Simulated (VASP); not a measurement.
# PbS (rocksalt type): single point with PBE

The system is PbS (rocksalt type).

```
Pb S
1.0
     0.00000    3.00422    3.00422
     3.00422    0.00000    3.00422
     3.00422    3.00422    0.00000
Pb S
1 1
Direct
  0.00000 0.00000 0.00000
  0.50000 0.50000 0.50000
```

| Quantity | Value |
| --- | --- |
| Program | VASP 6.6.1 |
| Task | single point |
| Functional | PBE |
| Potentials or basis | VASP PAW PBE potentials, release 64 (Pb_d, S) |
| Cutoff | 520 eV |
| k mesh | 14 × 14 × 14 |
| Occupations | fermi-dirac, width 0.1 eV |
| Spin | no spin polarisation |

- Pressure: -0.1 GPa
- Band gap on the k mesh: 0.50 eV, direct

Levels at points of the mesh, in eV from the valence-band top:
| k point | band 7 | band 8 | band 9 | band 10 | band 11 | band 12 | band 13 | band 14 |
| --- | --- | --- | --- | --- | --- | --- | --- | --- |
| (0.00, 0.00, 0.00) | -6.07 | -1.94 | -1.94 | -1.94 | 5.14 | 5.14 | 5.14 | 6.87 |
| (0.50, 0.00, 0.00) | -8.59 | -1.58 | -1.58 | 0.00 | 0.50 | 2.08 | 2.08 | 8.65 |
| (0.50, 0.50, 0.00) | -7.11 | -4.83 | -3.15 | -3.15 | 4.07 | 5.48 | 5.58 | 5.58 |

It took 26 s on 1 thread of Intel(R) Xeon(R) 6975P-C (Granite Rapids) (shared host), peak memory 0.23 GiB.

Caveat: spin-orbit coupling is left out, which moves the levels of the heavy elements. A k mesh can miss the band edges.
